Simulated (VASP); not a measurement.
Wanted: the native input for a VASP 6.6.1 run.

| Quantity | Value |
| --- | --- |
| Task | single point |
| Functional | PBEsol |
| Potentials or basis | VASP PAW PBE potentials, release 64 (Ti_sv, N) |
| Cutoff | 520 eV |
| k mesh | 20 × 20 × 20 |
| Occupations | gaussian, width 0.15 eV |
| Spin | collinear spin |
| Starting moments | [0.875, 0.0] μB |
| Fixed moment | 0.875 μB |
| Dipole correction | no |
| Further INCAR settings | ALGO = Normal; EDIFF = 1e-06; NBANDS = 20 |

The structure of TiN lies in POSCAR:

```
TiN
1.0
    0.0000000000      2.1828557250      2.1828557250
    2.1828557250      0.0000000000      2.1828557250
    2.1828557250      2.1828557250      0.0000000000
Ti N
1 1
Direct
    0.0000000000      0.0000000000      0.0000000000
    0.5000000000      0.5000000000      0.5000000000
```

These files were run (other wordings do the same):

INCAR

```
PREC     = Accurate       # precision mode
ENCUT    = 520            # plane-wave cutoff, eV
EDIFF    = 1E-6           # SCF threshold, eV
ISMEAR   = 0              # smearing method
SIGMA    = 0.15           # smearing width, eV
LREAL    = F              # projectors in reciprocal space
LASPH    = T              # aspherical terms in the spheres
NELM     = 150            # most SCF steps
ALGO     = Normal         # electronic algorithm
ISIF     = 2              # what is computed and relaxed
LWAVE    = F              # write WAVECAR
LCHARG   = T              # write CHGCAR
ISPIN    = 2              # spin polarisation
MAGMOM   = 0.875 0        # initial moments
LORBIT   = 11             # projections on sites
NUPDOWN  = 0.875          # fixed moment
LMAXMIX  = 4              # l up to which the mixer works
GGA      = PS             # functional
LELF     = T              # ELF
LVHAR    = T            
NBANDS   = 20             # bands
```

KPOINTS

```
Automatic mesh
0
Gamma
  20 20 20
```

Potentials or basis: VASP PAW PBE potentials, release 64 (Ti_sv, N).

Command:

```sh
$ cat potpaw_PBE.64/Ti_sv/POTCAR potpaw_PBE.64/N/POTCAR > POTCAR
$ mpirun -np 1 vasp_std > vasp.out
```

Results of the run:

```json
{
  "Pressure": "-21.0 GPa",
  "Net moment": "0.87 μB per cell",
  "Site moments": "Ti +0.67; N +0.03 μB",
  "Valence electrons inside the program's atomic spheres": "Ti 10.26; N 3.68"
}
```

Caveat: the cell stands under tension; the PAW data sets were made with another functional, which shifts forces and pressure a little; the total moment is fixed, so each spin has its own Fermi level and the state may be an excited one.

Run time: 2 min on 1 thread of Intel(R) Xeon(R) Platinum 8488C (Sapphire Rapids) (shared host), peak memory 0.27 GiB.
